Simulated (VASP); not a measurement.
Wanted: the native input for a VASP 6.6.1 run.

```yaml
Task: single point
Functional: r2SCAN
Dispersion: rVV10
Potentials_or_basis: VASP PAW PBE potentials, release 64 (Cd, S)
Cutoff: 520 eV
k_mesh: 8 × 8 × 8
Occupations: fermi-dirac, width 0.05 eV
Spin: no spin polarisation
Dipole_correction: no
Further_INCAR_settings: ALGO = Normal; EDIFF = 1e-07; NBANDS = 16
```

The system is CdS (Hawleyite).

```xyz
2
Lattice="0.0000 2.9165 2.9165 2.9165 0.0000 2.9165 2.9165 2.9165 0.0000" Properties=species:S:1:pos:R:3 pbc="T T T"
Cd    0.0000    0.0000    0.0000
S     4.3748    4.3748    4.3748
```

One way to write it, as run:

POSCAR

```
CdS
1.0
    0.0000000000      2.9165000000      2.9165000000
    2.9165000000      0.0000000000      2.9165000000
    2.9165000000      2.9165000000      0.0000000000
Cd S
1 1
Direct
    0.0000000000      0.0000000000      0.0000000000
    0.7500000000      0.7500000000      0.7500000000
```

INCAR.step1

```
PREC = Accurate
ENCUT = 520
ISMEAR = -1
SIGMA = 0.05
LREAL = F
LASPH = T
NELM = 80
NBANDS = 16
GGA = PE
ALGO = Normal
EDIFF = 1E-4
LWAVE = T
LCHARG = F
```

INCAR.step2

```
PREC = Accurate
ENCUT = 520
EDIFF = 1E-7
ISMEAR = -1
SIGMA = 0.05
LREAL = F
LASPH = T
NELM = 80
ALGO = Normal
ISIF = 2
LWAVE = F
LCHARG = F
METAGGA = R2SCAN
LMIXTAU = T
LUSE_VDW = T
IVDW_NL = 2
BPARAM = 11.95
CPARAM = 0.0093
NBANDS = 16
ISTART = 1
```

KPOINTS

```
regular mesh
0
Gamma
  8 8 8
```

Potentials or basis: VASP PAW PBE potentials, release 64 (Cd, S).

Command:

```sh
$ cat potpaw_PBE.64/Cd/POTCAR potpaw_PBE.64/S/POTCAR > POTCAR
$ cp INCAR.step1 INCAR
$ mpirun -np 1 vasp_std > vasp.out
$ cp INCAR.step2 INCAR
$ mpirun -np 1 vasp_std > vasp.out
```

Results of the run:

```json
{
 "Pressure": "1.0 GPa",
 "Band gap on the k mesh": "1.53 eV, direct"
}
```

Caveat: the PAW data sets were made with another functional, which shifts forces and pressure a little.

It took 60 s on 1 thread of Intel(R) Xeon(R) 6975P-C (Granite Rapids), on a shared host, peak memory 0.32 GiB.
